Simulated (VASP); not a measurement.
Set up this calculation in VASP 6.6.1, as the native input.

- Task: single point
- Functional: PBE
- Potentials or basis: VASP PAW PBE potentials, release 64 (Ba_sv)
- Cutoff: 520 eV
- k mesh: 12 × 12 × 12
- Occupations: fermi-dirac, width 0.15 eV
- Spin: no spin polarisation
- Dipole correction: no
- Further INCAR settings: ALGO = Normal; EDIFF = 1e-06; NBANDS = 11

The structure of Ba lies in POSCAR:

```
Ba
1.0
   -2.5169404790      2.5169404790      2.5169404790
    2.5169404790     -2.5169404790      2.5169404790
    2.5169404790      2.5169404790     -2.5169404790
Ba
1
Direct
    0.0000000000      0.0000000000      0.0000000000
```

These files were run (other wordings do the same):

INCAR

```
PREC = Accurate ; ENCUT = 520
EDIFF = 1E-6 ; ISMEAR = -1
SIGMA = 0.15 ; LREAL = F
LASPH = T ; NELM = 100
ALGO = Normal ; ISIF = 2
LWAVE = F ; LCHARG = F
GGA = PE ; NBANDS = 11
```

KPOINTS

```
regular mesh
0
Gamma
  12 12 12
```

Potentials or basis: VASP PAW PBE potentials, release 64 (Ba_sv).

Launch:

```sh
$ cat potpaw_PBE.64/Ba_sv/POTCAR > POTCAR
$ mpirun -np 1 vasp_std > vasp.out
```

Results of the run:

| Item | Value |
| --- | --- |
| Pressure | 0.0 GPa |
| Band gap on the k mesh | zero (band 5 reaches 2.12 eV, above the bottom of band 6 at 1.08 eV) |

Caveat: spin-orbit coupling is left out, which moves the levels of the heavy elements.

It took 15 s on 1 thread of Intel(R) Xeon(R) 6975P-C (Granite Rapids), with other jobs on the host, peak memory 0.2 GiB.
